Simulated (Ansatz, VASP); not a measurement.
# B in VASP and in Ansatz

```xyz
4
Lattice="1.6454 0.0000 0.0000 -0.8227 1.4250 0.0000 0.0000 0.0000 20.4230" Properties=species:S:1:pos:R:3 pbc="T T T"
B    -0.8227    1.4250    0.0000
B    -0.8227    1.4250   10.2115
B     0.0000    0.9500    5.1058
B     0.8227    0.4750   15.3173
```

Alike in both runs: task single point; functional BLYP; k mesh 23 × 23 × 2; occupations fermi-dirac, width 0.1 eV; no spin polarisation.

|  | VASP | Ansatz |
| --- | --- | --- |
| version | VASP 6.6.1 | Ansatz 0.2.0 |
| potentials or method | VASP PAW PBE potentials, release 64 (B), cutoff 520 eV | plane waves (420 eV) with PAW, scalar-relativistic |
| valence electrons in the cell | 12 | 12 |

VASP gave:

| Property | Result |
| --- | --- |
| pressure (GPa) | 18.0 |
| traceless stress, the component that is largest in VASP (GPa) | -17.95 |

Task: Which values does Ansatz return?

Result: Pressure (GPa): 18.2; traceless stress, the component that is largest in VASP (GPa): -18.02.

VASP's potentials were made for PBE, not for BLYP.
